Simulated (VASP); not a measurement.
**Zn: relaxation of cell and atoms with PBE**

Crystal: Zn.

```xyz
1
Lattice="-1.5703 1.5703 1.5703 1.5703 -1.5703 1.5703 1.5703 1.5703 -1.5703" Properties=species:S:1:pos:R:3 pbc="T T T"
Zn    0.0000    0.0000    0.0000
```

```yaml
Program: VASP 6.6.1
Task: relaxation of cell and atoms
Functional: PBE
Potentials_or_basis: VASP PAW PBE potentials, release 64 (Zn)
Cutoff: 600 eV
k_mesh: 17 × 17 × 17
Occupations: fermi-dirac, width 0.1 eV
Spin: no spin polarisation
Target_pressure: -0.51 GPa
Dipole_correction: no
Further_INCAR_settings: ALGO = Normal; EDIFF = 1e-06; IBRION = 2; EDIFFG = -0.005; NSW = 32; ISIF = 3
```

The relaxed volume is 15.55 Å³/atom. The relaxed cell is a = 2.723 Å, b = 2.723 Å, c = 2.723 Å, α = 109.47°, β = 109.47°, γ = 109.47° and the space group after relaxing (to 0.05 Å) is Im-3m (No. 229). The energy change on relaxing (the enthalpy is what falls) is +0.2 meV/atom. The ionic steps are 2 and the pressure after relaxing is -0.5 GPa. The band gap on the k mesh is zero (band 6 reaches 6.61 eV, above the bottom of band 7 at 2.09 eV).

The path:
| step | energy change (eV) | largest force (eV/Å) | pressure (GPa) | volume (Å³) |
| --- | --- | --- | --- | --- |
| 1 | 0.0000 | 0.0000 | -0.23 | 15.49 |
| 2 | 0.0002 | 0.0000 | -0.52 | 15.55 |

Final structure:
```
Zn
1.0
    -1.57230    1.57230    1.57230
     1.57230   -1.57230    1.57230
     1.57230    1.57230   -1.57230
Zn
1
Direct
  0.00000 0.00000 0.00000
```

Levels at points of the mesh, in eV from the Fermi level:
```
           k point  band 4  band 5  band 6  band 7  band 8  band 9
(0.00, 0.00, 0.00)   -7.73   -7.24   -7.24   18.87   18.87   18.87
```

Wall time 21 s on 1 thread of AMD EPYC 9R45 96-Core Processor (Zen 5) (shared host), peak memory 0.13 GiB.

Caveat: the cell is relaxed towards a set pressure, so the enthalpy falls and the energy may rise.
